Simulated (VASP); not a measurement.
A run of VASP 6.6.1 is set up as follows.

The input INCAR:

```
PREC     = Accurate       # precision mode
ENCUT    = 520            # plane-wave cutoff, eV
EDIFF    = 1E-6           # SCF threshold, eV
ISMEAR   = -1             # smearing method
SIGMA    = 0.05           # smearing width, eV
LREAL    = Auto         
LASPH    = T              # aspherical terms in the spheres
NELM     = 100            # most SCF steps
ALGO     = Normal         # electronic algorithm
ISIF     = 2              # what is computed and relaxed
LWAVE    = F              # write WAVECAR
LCHARG   = F              # write CHGCAR
GGA      = PE             # functional
NBANDS   = 36             # bands
```

Contents of KPOINTS:

```
regular mesh
0
Gamma
  3 3 1
```

POSCAR

```
Al12H3C
1.0
    5.7275650000      0.0000000000      0.0000000000
    2.8637820000      4.9602170000      0.0000000000
    0.0000000000      0.0000000000     16.6765370000
Al C H
12 1 3
Direct
    0.1666666800      0.1666666600      0.0599644900
    0.6666666800      0.1666666600      0.0599644900
    0.1666667400      0.6666666300      0.0599644900
    0.6666667300      0.6666666300      0.0599644900
   -0.1535097693      0.3285478283      0.1980310226
    0.3414118637      0.3312260529      0.2015095519
   -0.1849608048      0.8434304210      0.1916232447
    0.3414756487      0.8294395450      0.2013312883
    0.0120107575      0.0007123137      0.3442997113
    0.5537691034     -0.0275667592      0.3475947446
    0.0116680502      0.4889556658      0.3447119540
    0.5159252321      0.4932597474      0.3335261134
    0.2304841227      0.1415672342      0.4198853076
    1.0529939153     -0.2724643840      0.2677770757
    0.2302617346      0.2941381251      0.4608578474
    0.2107504227      0.0001077925      0.4609531978
```

Potentials or basis: VASP PAW PBE potentials, release 64 (Al, C, H).

Run with:

```console
$ cat potpaw_PBE.64/Al/POTCAR potpaw_PBE.64/C/POTCAR potpaw_PBE.64/H/POTCAR > POTCAR
$ mpirun -np 1 vasp_std > vasp.out
```

Task: Predict the largest force.

Result: 0.234 eV/Å.

Forces on the atoms (eV/Å):
```
Al  -0.040  0.025  0.173
Al   0.079  0.188 -0.115
Al   0.059 -0.044  0.071
Al  -0.111 -0.159 -0.123
Al   0.008 -0.005 -0.008
Al   0.011 -0.005  0.006
Al   0.000  0.007 -0.003
Al   0.006  0.000  0.004
Al   0.013  0.007  0.002
Al   0.009 -0.013 -0.019
Al  -0.007  0.004  0.012
Al   0.000 -0.005 -0.003
C   -0.014 -0.007 -0.043
H    0.004 -0.004  0.001
H   -0.002  0.020  0.023
H   -0.014 -0.009  0.020
```

Caveat: the k points lie up to 0.42 Å⁻¹ apart.
